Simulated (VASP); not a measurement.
Input of a VASP 6.6.1 run:

File INCAR:

```
SYSTEM = SnO
PREC = Accurate
ENCUT = 520
EDIFF = 1E-6
ISMEAR = 0
SIGMA = 0.15
LREAL = .False.
LASPH = .True.
NELM = 60
ALGO = Normal
ISIF = 2
LWAVE = .False.
LCHARG = .False.
GGA = PE
IVDW = 12
NBANDS = 28
```

The input KPOINTS:

```
Automatic mesh
0
Gamma
  14 14 12
  0 0 0
```

File POSCAR:

```
SnO
1.0
    3.8896657895      0.0000000000      0.0000000000
    0.0000000000      3.8896657895      0.0000000000
    0.0000000000      0.0000000000      4.6342776096
Sn O
2 2
Direct
    0.0000000000      0.5000000000      0.2432421493
    0.5000000000      0.0000000000      0.7567578507
    0.0000000000      0.0000000000      0.0000000000
    0.5000000000      0.5000000000      0.0000000000
```

Potentials or basis: VASP PAW PBE potentials, release 64 (Sn_d, O).

Run with:

```bash
$ cat potpaw_PBE.64/Sn_d/POTCAR potpaw_PBE.64/O/POTCAR > POTCAR
$ mpirun -np 1 vasp_std > vasp.out
```

(1) Estimate the largest force.

(2) What does it give for the band gap on the k mesh?

(3) Predict the pressure.

## Answers

(1) 0.234 eV/Å.

(2) 0.22 eV, indirect (least direct gap 1.79 eV).

(3) -0.3 GPa.

Caveat: spin-orbit coupling is left out, which moves the levels of the heavy elements.
